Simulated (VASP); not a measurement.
# Cu (Im-3m) in VASP: relaxation of cell and atoms with PBE

Aim: the relaxation of cell and atoms of Cu with PBE.

Program: VASP 6.6.1. These are calculated values, not measurements. Logs are shortened: lines on timing, memory, paths and dates and some standing lists are left out, and cuts for length are marked.

### Step 1. The cell of the first run

It takes space group Im-3m (No. 229, cubic). Conventional cell: a = 2.885 Å, b = 2.885 Å, c = 2.885 Å, α = 90.00°, β = 90.00°, γ = 90.00°. Cu (site symmetry m-3m) has 14 Cu at 2.50 to 2.88 Å within 3.3 Å.

### Step 2. Relaxation of cell and atoms, PBE, non-collinear spin, zero start, spin-orbit coupling

The input, INCAR:

```
PREC = Accurate
ENCUT = 600
EDIFF = 1E-7
ISMEAR = -1
SIGMA = 0.05
LREAL = False
LASPH = True
NELM = 150
ALGO = Normal
ISIF = 3
LWAVE = False
LCHARG = False
MAGMOM = 0 0 0
LORBIT = 11
LSORBIT = True
GGA_COMPAT = False
LORBMOM = True
LMAXMIX = 4
GGA = PE
IBRION = 2
NSW = 45
EDIFFG = -0.005
```

The input, KPOINTS:

```
regular mesh
0
Gamma
  20 20 20
```

The input, POSCAR:

```
Cu
1.0
   -1.4423581804      1.4423581804      1.4423581804
    1.4423581804     -1.4423581804      1.4423581804
    1.4423581804      1.4423581804     -1.4423581804
Cu
1
Direct
    0.0000000000      0.0000000000      0.0000000000
```

Potentials or basis: VASP PAW PBE potentials, release 64 (Cu).

Run with:

```sh
$ cat potpaw_PBE.64/Cu/POTCAR > POTCAR
$ mpirun -np 1 vasp_ncl > vasp.out
```

OUTCAR:

```text
PREC = Accurate
   ENCUT = 600
   EDIFF = 1E-7
   ISMEAR = -1
   LREAL = False
   LASPH = True
   NELM = 150
   ISIF = 3
   LORBIT = 11
   LSORBIT = True
   GGA = PE
   IBRION = 2
   NSW = 45
   EDIFFG = -0.005

 ion  position               nearest neighbor table
   1  0.000  0.000  0.000-

  LATTYP: Found a body centered cubic cell.
 ALAT       =     2.8847163608

  Lattice vectors:

 A1 = (  -1.4423581804,   1.4423581804,   1.4423581804)
 A2 = (   1.4423581804,  -1.4423581804,   1.4423581804)
 A3 = (   1.4423581804,   1.4423581804,  -1.4423581804)

Analysis of symmetry for initial positions (statically):
=====================================================================
 Subroutine PRICEL returns:
 Original cell was already a primitive cell.

 Routine SETGRP: Setting up the symmetry group for a
 body centered cubic supercell.

 Subroutine GETGRP returns: Found 48 space group operations
 (whereof 48 operations were pure point group operations)
 out of a pool of 48 trial point group operations.

The static configuration has the point symmetry O_h .

Analysis of symmetry for dynamics (positions and initial velocities):
=====================================================================
 Subroutine PRICEL returns:
 Original cell was already a primitive cell.

 Routine SETGRP: Setting up the symmetry group for a
 body centered cubic supercell.

 Subroutine GETGRP returns: Found 48 space group operations
 (whereof 48 operations were pure point group operations)
 out of a pool of 48 trial point group operations.

The dynamic configuration has the point symmetry O_h .

Analysis of structural, dynamic, and magnetic symmetry:
=====================================================================
 Subroutine PRICEL returns:
 Original cell was already a primitive cell.

 Routine SETGRP: Setting up the symmetry group for a
 body centered cubic supercell.

 Subroutine GETGRP returns: Found 48 space group operations
 (whereof 48 operations were pure point group operations)
 out of a pool of 48 trial point group operations.

The overall configuration has the point symmetry O_h .

 Subroutine INISYM returns: Found 48 space group operations
 (whereof 48 operations are pure point group operations),
 and found     1 'primitive' translations

----------------------------------------------------------------------------------------

                                     Primitive cell

  volume of cell :      12.0027

  direct lattice vectors                    reciprocal lattice vectors
    -1.442358180  1.442358180  1.442358180     0.000000000  0.346654532  0.346654532
     1.442358180 -1.442358180  1.442358180     0.346654532  0.000000000  0.346654532
     1.442358180  1.442358180 -1.442358180     0.346654532  0.346654532  0.000000000

  length of vectors
     2.498237651  2.498237651  2.498237651     0.490243541  0.490243541  0.490243541

  position of ions in fractional coordinates (direct lattice)
     0.000000000  0.000000000  0.000000000

  ion indices of the primitive-cell ions
   primitive index   ion index
                 1           1

----------------------------------------------------------------------------------------

 KPOINTS: regular mesh

Automatic generation of k-mesh.
 Grid dimensions read from file:
 generate k-points for:   20   20   20

 Generating k-lattice:

  Cartesian coordinates                     Fractional coordinates (reciprocal lattice)
     0.000000000  0.017332727  0.017332727     0.050000000  0.000000000  0.000000000
     0.017332727  0.000000000  0.017332727     0.000000000  0.050000000  0.000000000
     0.017332727  0.017332727  0.000000000     0.000000000  0.000000000  0.050000000

  Length of vectors
     0.024512177  0.024512177  0.024512177

[... 61 lines left out ...]
   POTIM  = 0.5000    time-step for ionic-motion
   TEBEG  =    0.0;   TEEND  =   0.0 temperature during run
   PSTRESS=    0.0 pullay stress
   NELECT =      11.0000    total number of electrons
   NUPDOWN=      -1.0000    fix difference up-down
   EMIN   =  10.00;   EMAX   =-10.00  energy-range for DOS
   EFERMI =   0.00;   METHOD = LEGACY
   ISMEAR =    -1;   SIGMA  =   0.05  broadening in eV -4-tet -1-fermi 0-gaus
   EFERMI_NEDOS =   21; number of points for ismear=-14 and -15
   IALGO  =     38    algorithm
   IMIX   =      4    mixing-type and parameters
     AMIX     =   0.40;   BMIX     =  1.00
     AMIX_MAG =   1.60;   BMIX_MAG =  1.00
  volume/ion in A,a.u.               =      12.00        81.00
  Fermi-wavevector in a.u.,A,eV,Ry     =   1.590179  3.005002 34.404622  2.528668
  Thomas-Fermi vector in A             =   2.688914
   LORBIT       =     11    0 simple, 1 ext, 2 COOP (PROOUT), +10 PAW based schemes
   GGA     = PE    functional components
   LHFCALC =     F    Hartree Fock is set to
   AEXX    =    0.0000 exact exchange contribution
   IVDW    =     0    specifies the selected vdW correction
   LEPSILON=     F    determine dielectric tensor
   LRPA    =     F    only Hartree local field effects (RPA)
 conjugate gradient relaxation of ions
  energy-cutoff  :      600.00
  volume of cell :       12.00
 maximum number of plane-waves:       840
   NGX =  9   NGY =  9   NGZ =  9

--------------------------------------- Ionic step        1  -------------------------------------------

 number of electron      11.0000003 magnetization       0.0000000     -0.0000000     -0.0000000

 number of electron      11.0000003 magnetization      -0.0000000     -0.0000000     -0.0000000

 number of electron      11.0000003 magnetization       0.0000000      0.0000000      0.0000000

 Free energy of the ion-electron system (eV)
  ---------------------------------------------------
  ext. energy  EPLUGINS =         0.00000000
  ---------------------------------------------------
  free energy    TOTEN  =        -3.69732711 eV

  energy without entropy =       -3.69297513  energy(sigma->0) =       -3.69515112

------------------------ aborting loop because EDIFF is reached ----------------------------------------

  FORCE on cell =-STRESS in cart. coord.  units (eV):
  Direction    XX          YY          ZZ          XY          YZ          ZX
  --------------------------------------------------------------------------------------
  -------------------------------------------------------------------------------------
  Total        0.0468861      0.0468861      0.0468861      0.0000000      0.0000000     -0.0000000
  in kB        6.2585725      6.2585725      6.2585725      0.0000000      0.0000000     -0.0000000
  external PRESSURE =       6.2585725 kB  Pullay stress =       0.0000000 kB
[... 63 lines left out ...]
 number of electron      11.0000005 magnetization       0.0000000      0.0000000     -0.0000000

 number of electron      11.0000005 magnetization      -0.0000000     -0.0000000      0.0000000

 Free energy of the ion-electron system (eV)
  ---------------------------------------------------
  ext. energy  EPLUGINS =         0.00000000
  ---------------------------------------------------
  free energy    TOTEN  =        -3.69742997 eV

  energy without entropy =       -3.69306076  energy(sigma->0) =       -3.69524536

 E-fermi :   7.3359     XC(G=0): -12.6089

 val. band max:        7.3320108551   @ k =   0.2500   0.1500   0.1000
 cond. band min:       7.3438760901   @ k =   0.2000   0.2000   0.1000
 fundamental gap:      0.0118652351
 Fermi energy:         7.3358548405

 k-point     1 :       0.0000    0.0000    0.0000
  band No.  band energies     occupation
      1      -1.8569      1.00000
      2      -1.8569      1.00000
      3       4.2143      1.00000
      4       4.2143      1.00000
      5       4.2143      1.00000
      6       4.2143      1.00000
[... 481 lines left out ...]
      5       4.1245      1.00000
      6       4.1245      1.00000
[... 10 lines left out ...]
     17      26.2872      0.00000
     18      26.2872      0.00000

 [... further k-points ...]

------------------------ aborting loop because EDIFF is reached ----------------------------------------

  FORCE on cell =-STRESS in cart. coord.  units (eV):
  Direction    XX          YY          ZZ          XY          YZ          ZX
  --------------------------------------------------------------------------------------
  -------------------------------------------------------------------------------------
  Total        0.0016334      0.0016334      0.0016334      0.0000000     -0.0000000      0.0000000
  in kB        0.2170694      0.2170694      0.2170694      0.0000000     -0.0000000      0.0000000
  external PRESSURE =       0.2170694 kB  Pullay stress =       0.0000000 kB
[... 16 lines left out ...]
  FREE ENERGIE OF THE ION-ELECTRON SYSTEM (eV)
  ---------------------------------------------------
  free  energy   TOTEN  =        -3.6974299703 eV

  energy  without entropy=       -3.6930607581  energy(sigma->0) =       -3.69524536

 reached required accuracy - stopping structural energy minimisation

 orbital moment (x)

 # of ion     p       d       tot
 ----------------------------------------
  1         0.000   0.000   0.000
 ----------------------------------------
            0.000   0.000   0.000

 orbital moment (y)

 # of ion     p       d       tot
 ----------------------------------------
  1        -0.000  -0.000  -0.000
 ----------------------------------------
           -0.000  -0.000  -0.000

 orbital moment (z)

 # of ion     p       d       tot
 ----------------------------------------
  1         0.000  -0.000  -0.000
 ----------------------------------------
            0.000  -0.000  -0.000

 Spin-Orbit-Coupling matrix elements

 Ion:    1  E_soc:     -0.0130871
 l=   1
     0.0000000    -0.0003405    -0.0003405
    -0.0003405     0.0000000    -0.0003405
    -0.0003405    -0.0003405     0.0000000
 l=   2
     0.0000000    -0.0003568     0.0000000    -0.0003568    -0.0014838
    -0.0003568     0.0000000    -0.0011129    -0.0003568    -0.0003710
     0.0000000    -0.0011129     0.0000000    -0.0011129     0.0000000
    -0.0003568    -0.0003568    -0.0011129     0.0000000    -0.0003710
    -0.0014838    -0.0003710     0.0000000    -0.0003710     0.0000000
 l=   3
     0.0000000     0.0000000     0.0000000     0.0000000     0.0000000     0.0000000     0.0000000
     0.0000000     0.0000000     0.0000000     0.0000000     0.0000000     0.0000000     0.0000000
     0.0000000     0.0000000     0.0000000     0.0000000     0.0000000     0.0000000     0.0000000
     0.0000000     0.0000000     0.0000000     0.0000000     0.0000000     0.0000000     0.0000000
     0.0000000     0.0000000     0.0000000     0.0000000     0.0000000     0.0000000     0.0000000
     0.0000000     0.0000000     0.0000000     0.0000000     0.0000000     0.0000000     0.0000000
     0.0000000     0.0000000     0.0000000     0.0000000     0.0000000     0.0000000     0.0000000

 total charge

# of ion       s       p       d       tot
------------------------------------------
    1        0.440   0.369   9.172   9.980

 magnetization (x)

# of ion       s       p       d       tot
------------------------------------------
    1       -0.000   0.000   0.000   0.000

 magnetization (y)

# of ion       s       p       d       tot
------------------------------------------
    1        0.000   0.000   0.000   0.000

 magnetization (z)

# of ion       s       p       d       tot
------------------------------------------
    1       -0.000  -0.000  -0.000  -0.000
```

Wall time 2.7 min (1 thread of Intel Xeon Platinum 8488C (Sapphire Rapids), shared host); peak memory 0.24 GiB.

Results:

- Free energy: -3.6974 eV
- Relaxed volume: 12.06 Å³/atom
- Relaxed cell: a = 2.502 Å, b = 2.502 Å, c = 2.502 Å, α = 109.47°, β = 109.47°, γ = 109.47°
- Space group after relaxing (to 0.05 Å): Im-3m (No. 229)
- Energy gained by relaxing: 0.1 meV/atom
- Ionic steps: 3
- Pressure after relaxing: 0.0 GPa
- Net moment: 0.00 μB per cell
- Valence electrons inside the program's atomic spheres: Cu 9.98

Step by step:
| step | energy change (eV) | largest force (eV/Å) | pressure (GPa) | volume (Å³) |
| --- | --- | --- | --- | --- |
| 1 | 0.0000 | 0.0000 | 0.63 | 12.00 |
| 2 | -0.0001 | 0.0000 | -0.32 | 12.08 |
| 3 | -0.0001 | 0.0000 | 0.02 | 12.06 |

Final structure:
```
Cu
1.0
    -1.44450    1.44450    1.44450
     1.44450   -1.44450    1.44450
     1.44450    1.44450   -1.44450
Cu
1
Direct
  0.00000 0.00000 0.00000
```

Moments on the atoms (μB; x, y, z):
```
Cu  0.00 0.00 0.00
```
